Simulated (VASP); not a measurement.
A run of VASP 6.6.1 is set up as follows.

File INCAR:

```
  ALGO = Normal
  EDIFF = 1E-7
  ENCUT = 520
  GGA = PS
  ISIF = 2
  ISMEAR = 0
  LASPH = T
  LCHARG = F
  LREAL = F
  LWAVE = F
  NBANDS = 15
  NELM = 80
  PREC = Accurate
  SIGMA = 0.15
```

Contents of KPOINTS:

```
k-points
0
Gamma
  21 21 18
```

File POSCAR:

```
TaN
1.0
    2.9624836865      0.0000000000      0.0000000000
   -1.4812418432      2.5655861308      0.0000000000
    0.0000000000      0.0000000000      2.9084901610
Ta N
1 1
Direct
    0.3333333333      0.6666666667      0.5000000000
    0.0000000000      0.0000000000      0.0000000000
```

Potentials or basis: VASP PAW PBE potentials, release 64 (Ta_pv, N).

Command:

```sh
$ cat potpaw_PBE.64/Ta_pv/POTCAR potpaw_PBE.64/N/POTCAR > POTCAR
$ mpirun -np 1 vasp_std > vasp.out
```

**Question.** What does it give for the band gap on the k mesh?

**Answer.** Zero (band 8 reaches 8.03 eV, above the bottom of band 9 at 7.73 eV).

**Question.** Predict the pressure.

**Answer.** -12.4 GPa.

Stress tensor (GPa, compression positive):
```
-11.98   0.00   0.00
  0.00 -11.98   0.00
  0.00   0.00 -13.31
```

Caveat: the PAW data sets were made with another functional, which shifts forces and pressure a little; spin-orbit coupling is left out, which moves the levels of the heavy elements.
